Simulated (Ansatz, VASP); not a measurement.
**One calculation of TaZn2B3, two programs**

```xyz
6
Lattice="3.0018 0.0000 0.0000 0.0000 4.4682 0.0000 0.0000 0.0000 7.4186" Properties=species:S:1:pos:R:3 pbc="T T T"
Ta    0.0000    0.0000    0.0000
Zn    0.0000    2.2341    2.2049
Zn    0.0000    2.2341    5.2136
B     2.2567    2.2341    0.0000
B     0.7451    2.2341    0.0000
B     1.5009    2.2341    3.7093
```

Alike in both runs: functional PBE; k mesh 6 × 4 × 4; occupations gaussian, width 0.1 eV; no spin polarisation.

Ansatz relaxed the structure, and its values are those at the end. VASP's run is a single point on that final structure, the one shown.

|  | VASP | Ansatz |
| --- | --- | --- |
| version | VASP 6.6.1 | Ansatz 0.2.0 |
| potentials or method | VASP PAW PBE potentials, release 64 (Ta_pv, Zn, B), cutoff 520 eV | scalar-relativistic, plane waves, PAW |
| valence electrons in the cell | 44 | 46 |

|  | VASP | Ansatz | Ansatz less VASP |
| --- | --- | --- | --- |
| gap on the k mesh at the Fermi level (eV) | none | none | - |
| pressure (GPa) | 0.2 | 0.0 | -0.16 |
| rms of the force components (eV/Å) | 0.014 | 0.002 | -0.0115 |

A gap of «none» marks a metal or a gap that the smearing closes. With one functional, cell and mesh, what is left measures potentials, basis and numerics. VASP's potentials hold 44 valence electrons a cell and Ansatz's 46, so a difference there can come from the potentials and not from the codes.

Neither program's run includes spin-orbit coupling.
